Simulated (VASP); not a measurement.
Input of a VASP 6.6.1 run:

File INCAR:

```
PREC     = Accurate       # precision mode
ENCUT    = 910            # plane-wave cutoff, eV
EDIFF    = 1E-6           # SCF threshold, eV
ISMEAR   = 0              # smearing method
SIGMA    = 0.1            # smearing width, eV
LREAL    = False          # projectors in reciprocal space
LASPH    = True           # aspherical terms in the spheres
NELM     = 200            # most SCF steps
ALGO     = Normal         # electronic algorithm
ISIF     = 2              # what is computed and relaxed
LWAVE    = False          # write WAVECAR
LCHARG   = False          # write CHGCAR
GGA      = PE             # functional
NBANDS   = 42             # bands
GGA_COMPAT= False        
LMAXMIX  = 6              # l up to which the mixer works
```

KPOINTS

```
Automatic mesh
0
Gamma
  10 10 6
```

The input POSCAR:

```
LaYN2
1.0
    3.9251880500      0.0000000000      0.0000000000
    0.0000000000      3.9251880500      0.0000000000
    0.0000000000      0.0000000000      8.5901690165
La Y N
2 2 4
Direct
    0.5000000000      0.0000000000      0.6407559290
    0.0000000000      0.5000000000      0.3592440710
    0.5000000000      0.5000000000      0.0000000000
    0.0000000000      0.0000000000      0.0000000000
    0.0000000000      0.5000000000      0.8029400054
    0.5000000000      0.0000000000      0.3651375810
    0.5000000000      0.0000000000      0.1970599946
    0.0000000000      0.5000000000      0.6348624190
```

Potentials or basis: VASP PAW PBE potentials, release 64 (La, Y_sv, N_h).

Command:

```bash
$ cat potpaw_PBE.64/La/POTCAR potpaw_PBE.64/Y_sv/POTCAR potpaw_PBE.64/N_h/POTCAR > POTCAR
$ mpirun -np 1 vasp_std > vasp.out
```

Question: What does it give for the largest force?

Answer: 0.025 eV/Å.

Question: What does it give for the pressure?

Answer: -0.2 GPa.

Question: What does it give for the band gap on the k mesh?

Answer: Zero (bands 32 and 33 overlap by 1.30 eV).

Forces on the atoms (eV/Å):
```
La   0.000  0.000 -0.021
La   0.000  0.000  0.021
Y    0.000  0.000  0.000
Y    0.000  0.000  0.000
N    0.000  0.000  0.007
N    0.000  0.000  0.025
N    0.000  0.000 -0.007
N    0.000  0.000 -0.025
```

Caveat: spin-orbit coupling is left out, which moves the levels of the heavy elements.
